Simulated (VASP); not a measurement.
**W: single point with PBE**

W:

```xyz
1
Lattice="-1.5852 1.5852 1.5852 1.5852 -1.5852 1.5852 1.5852 1.5852 -1.5852" Properties=species:S:1:pos:R:3 pbc="T T T"
W     0.0000    0.0000    0.0000
```

```
Program             : VASP 6.6.1
Task                : single point
Functional          : PBE
Potentials or basis : VASP PAW PBE potentials, release 64 (W_sv)
Cutoff              : 500 eV
k mesh              : 6 × 6 × 6
Occupations         : tetrahedron
Spin                : no spin polarisation
```

The pressure is 6.9 GPa and the band gap on the k mesh is zero (band 7 reaches 16.49 eV, above the bottom of band 8 at 10.14 eV).

Levels at points of the mesh, in eV from the Fermi level:
| k point | band 4 | band 5 | band 6 | band 7 | band 8 | band 9 | band 10 | band 11 |
| --- | --- | --- | --- | --- | --- | --- | --- | --- |
| (0.00, 0.00, 0.00) | -37.93 | -9.77 | -1.39 | -1.39 | -1.39 | 2.08 | 2.08 | 14.35 |
| (0.50, 0.00, 0.00) | -37.94 | -6.41 | -3.71 | 0.50 | 1.97 | 2.95 | 5.94 | 10.83 |
| (0.50, 0.50, 0.50) | -38.82 | -5.96 | -5.96 | 4.96 | 4.96 | 4.96 | 8.04 | 8.04 |

It took 5.8 s on 1 thread of Intel Xeon 8259CL, with other jobs on the host, peak memory 0.12 GiB.

Caveat: the k points lie up to 0.47 Å⁻¹ apart; spin-orbit coupling is left out, which moves the levels of the heavy elements.
